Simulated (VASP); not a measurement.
# Ge (P-1) in VASP: further runs, part 2 of 2

VASP 6.6.1. Earlier steps stand in the parts before.

**3. Single point, r2SCAN**

This run uses another cell than the first one, of 18.83 Å³/atom, 1.005 times its volume.

The input, POSCAR:

```
Ge
1.0
    1.4203100000     -2.5444500000      0.0181500000
    1.3684400000      2.5165800000      0.0196500000
    0.0365000000      0.0007800000      2.6690300000
Ge
1
Direct
    0.5000000000      0.5000000000      0.0000000000
```

The input, INCAR.step1:

```
PREC = Accurate
ENCUT = 520
ISMEAR = 1
SIGMA = 0.1
LREAL = False
LASPH = True
NELM = 60
NBANDS = 13
GGA = PE
ALGO = Normal
EDIFF = 1E-4
LWAVE = True
LCHARG = False
```

The input, INCAR.step2:

```
PREC = Accurate
ENCUT = 520
EDIFF = 1E-6
ISMEAR = 1
SIGMA = 0.1
LREAL = False
LASPH = True
NELM = 60
ALGO = Normal
ISIF = 2
LWAVE = False
LCHARG = True
METAGGA = R2SCAN
LMIXTAU = True
LELF = True
LVHAR = True
NBANDS = 13
ISTART = 1
```

The input, KPOINTS:

```
regular mesh
0
Gamma
  8 8 7
```

Potentials or basis: VASP PAW PBE potentials, release 64 (Ge_d).

Command:

```bash
cat potpaw_PBE.64/Ge_d/POTCAR > POTCAR
cp INCAR.step1 INCAR
mpirun -np 1 vasp_std > vasp.out
cp INCAR.step2 INCAR
mpirun -np 1 vasp_std > vasp.out
```

OUTCAR:

```text
PREC = Accurate
   ENCUT = 520
   EDIFF = 1E-6
   ISMEAR = 1
   LREAL = False
   LASPH = True
   NELM = 60
   ISIF = 2
   METAGGA = R2SCAN
   ISTART = 1

 ion  position               nearest neighbor table
   1  0.500  0.500  0.000-

  LATTYP: Found a triclinic cell.
 ALAT       =     5.5551136487
 B/A-ratio  =     0.5020861120
 C/A-ratio  =     1.0302401623
 COS(alpha) =     0.0051990214
 COS(beta)  =     0.6311865466
 COS(gamma) =     0.7492674435

  Lattice vectors:

 A1 = (   4.1725600000,  -2.5731000000,  -2.6130800000)
 A2 = (   2.7887500000,  -0.0278700000,   0.0378000000)
 A3 = (   0.0153700000,  -5.0618100000,  -2.6705300000)

Analysis of symmetry for initial positions (statically):
=====================================================================
 Subroutine PRICEL returns:
 Original cell was already a primitive cell.

 Routine SETGRP: Setting up the symmetry group for a
 triclinic supercell.

 Subroutine GETGRP returns: Found  2 space group operations
 (whereof  2 operations were pure point group operations)
 out of a pool of  2 trial point group operations.

The static configuration has the point symmetry S_2 .

[... 163 lines left out ...]
 fundamental gap:      0.0066067950
 Fermi energy:         6.2166666520

 k-point     1 :       0.0000    0.0000    0.0000
  band No.  band energies     occupation
      1     -18.9897      2.00000
      2     -18.9173      2.00000
      3     -18.8746      2.00000
      4     -18.7328      2.00000
      5     -18.7208      2.00000
      6      -7.3118      2.00000
      7      13.6602      0.00000
      8      14.7462      0.00000
      9      15.7953      0.00000
     10      17.2561      0.00000
     11      20.5693      0.00000
     12      22.1406      0.00000
     13      23.0481      0.00000
[... 354 lines left out ...]
  band No.  band energies     occupation
      1     -18.9164      2.00000
      2     -18.8631      2.00000
      3     -18.8016      2.00000
      4     -18.7728      2.00000
      5     -18.7615      2.00000
      6      -0.9006      2.00000
      7       1.9782      2.00000
      8       4.3170      2.00000
      9      18.5159      0.00000
     10      22.4736      0.00000
     11      24.8872      0.00000
     12      25.4489      0.00000
     13      26.0204      0.00000

 [... further k-points ...]
[... 5 lines left out ...]
  --------------------------------------------------------------------------------------
  -------------------------------------------------------------------------------------
  Total        0.1112131     -0.2589908     -0.1658325      0.0655223      0.0288015     -0.0332377
  in kB        9.4628003    -22.0367731    -14.1102052      5.5750985      2.4506382     -2.8281017
  external PRESSURE =      -8.8947260 kB  Pullay stress =       0.0000000 kB

 VOLUME and BASIS-vectors are now :
 -----------------------------------------------------------------------------
  energy-cutoff  :      520.00
  volume of cell :       18.83
      direct lattice vectors                 reciprocal lattice vectors
     1.420310000 -2.544450000  0.018150000     0.356710855 -0.193930914 -0.004821482
     1.368440000  2.516580000  0.019650000     0.360662843  0.201286115 -0.004991026
     0.036500000  0.000780000  2.669030000    -0.005080995 -0.000163140  0.374737483

 POSITION                                       TOTAL-FORCE (eV/Angst)
 -----------------------------------------------------------------------------------
      1.39438     -0.01394      0.01890         0.000000     -0.000000      0.000000
 -----------------------------------------------------------------------------------
    total drift:                               -0.000000     -0.000000     -0.000000

  FREE ENERGIE OF THE ION-ELECTRON SYSTEM (eV)
  ---------------------------------------------------
  free  energy   TOTEN  =       -13.4741029894 eV

  energy  without entropy=      -13.4740417800  energy(sigma->0) =      -13.47408259
```

OSZICAR.step1:

```text
N       E                     dE             d eps       ncg     rms          rms(c)
DAV:   1     0.621369397700E+02    0.62137E+02   -0.70866E+03  6292   0.296E+03
DAV:   2     0.108366489558E+01   -0.61053E+02   -0.58300E+02  6286   0.406E+02
DAV:   3    -0.419573688147E+01   -0.52794E+01   -0.52551E+01  6651   0.700E+01
DAV:   4    -0.426950381235E+01   -0.73767E-01   -0.73756E-01  6746   0.899E+00
DAV:   5    -0.427023168748E+01   -0.72788E-03   -0.72787E-03  6841   0.988E-01    0.139E+00
DAV:   6    -0.426252838901E+01    0.77033E-02   -0.69073E-03  7424   0.191E+00    0.785E-01
DAV:   7    -0.425948788930E+01    0.30405E-02   -0.54024E-03  7897   0.143E+00    0.739E-02
DAV:   8    -0.425939633666E+01    0.91553E-04   -0.64228E-04  7096   0.581E-01
   1 F= -.42593963E+01 E0= -.42592193E+01  d E =-.531106E-03
```

Wall time 62 s (1 thread of Intel Xeon 6975P-C, shared host); peak memory 0.17 GiB.

What came out:

| Quantity | Value |
| --- | --- |
| Free energy | -13.4741 eV |
| Pressure | -0.9 GPa |
| Band gap on the k mesh | zero (band 7 reaches 13.66 eV, above the bottom of band 8 at 4.32 eV) |

Caveat: the PAW data sets were made with another functional, which shifts forces and pressure a little.

**4. Single point, r2SCAN**

This run uses another cell than the first one, of 18.92 Å³/atom, 1.010 times its volume.

The input, POSCAR:

```
Ge
1.0
    1.4226732490     -2.5486837017      0.0181801997
    1.3707169426      2.5207673289      0.0196826956
    0.0365607322      0.0007812978      2.6734709899
Ge
1
Direct
    0.5000000000      0.5000000000      0.0000000000
```

The input, INCAR.step1:

```
SYSTEM = Ge
ALGO = Normal ; EDIFF = 1E-4
ENCUT = 520 ; GGA = PE
ISMEAR = 1 ; LASPH = .True.
LCHARG = .False. ; LREAL = .False.
LWAVE = .True. ; NBANDS = 13
NELM = 60 ; PREC = Accurate
SIGMA = 0.1
```

The input, INCAR.step2:

```
SYSTEM = Ge
ALGO = Normal ; EDIFF = 1E-6
ENCUT = 520 ; ISIF = 2
ISMEAR = 1 ; ISTART = 1
LASPH = .True. ; LCHARG = .True.
LELF = .True. ; LMIXTAU = .True.
LREAL = .False. ; LVHAR = .True.
LWAVE = .False. ; METAGGA = R2SCAN
NBANDS = 13 ; NELM = 60
PREC = Accurate ; SIGMA = 0.1
```

The input, KPOINTS:

```
k-points
0
Gamma
  8 8 7
  0 0 0
```

Command:

```bash
cat potpaw_PBE.64/Ge_d/POTCAR > POTCAR
cp INCAR.step1 INCAR
mpirun -np 1 vasp_std > vasp.out
cp INCAR.step2 INCAR
mpirun -np 1 vasp_std > vasp.out
```

Wall time 59 s (1 thread of Intel Xeon 6975P-C, shared host); peak memory 0.17 GiB.

Results (log left out):

| Property | Result |
| --- | --- |
| Free energy | -13.4736 eV |
| Pressure | -1.2 GPa |
| Band gap on the k mesh | zero (band 7 reaches 13.58 eV, above the bottom of band 8 at 4.28 eV) |

Stress tensor (GPa, compression positive):
```
 0.53  0.48 -0.27
 0.48 -2.48  0.26
-0.27  0.26 -1.76
```

Levels at points of the mesh, in eV from the Fermi level:
```
           k point  band 3  band 4  band 5  band 6  band 7  band 8  band 9  band 10  band 11  band 12
(0.00, 0.00, 0.00)  -25.09  -24.95  -24.94  -13.49    7.41    8.49    9.53    11.02    14.32    15.88
(0.50, 0.00, 0.00)  -25.00  -24.97  -24.96   -8.11   -5.55    4.58    8.85    11.51    17.49    18.05
(0.00, 0.50, 0.00)  -25.00  -24.97  -24.96   -7.82   -5.46    3.94    8.27    11.73    17.65    18.17
(0.50, 0.50, 0.00)  -25.00  -24.98  -24.95   -8.59   -5.66    5.53    9.72    11.19    17.61    17.86
```

Caveat: the PAW data sets were made with another functional, which shifts forces and pressure a little.

**5. Overview**

```tsv
cell	gap on the mesh (eV)	pressure (GPa)
a = 2.909, b = 2.860, c = 2.665 Å, angles 89.2, 89.3, 122.3°, 1 atom	none	-0.5
a = 2.914, b = 2.865, c = 2.669 Å, angles 89.2, 89.3, 122.3°, 1 atom	none	-0.9
a = 2.919, b = 2.869, c = 2.674 Å, angles 89.2, 89.3, 122.3°, 1 atom	none	-1.2
```

Alike in all rows: task single point; level r2SCAN; potentials or basis VASP PAW PBE potentials, release 64 (Ge_d); no spin polarisation; k mesh 8 × 8 × 7; cutoff (eV) 520; smearing methfessel-paxton 0.1 eV.

Caveats: the PAW data sets were made with another functional, which shifts forces and pressure a little.

Absolute energies hang on the potentials; compare differences alone.
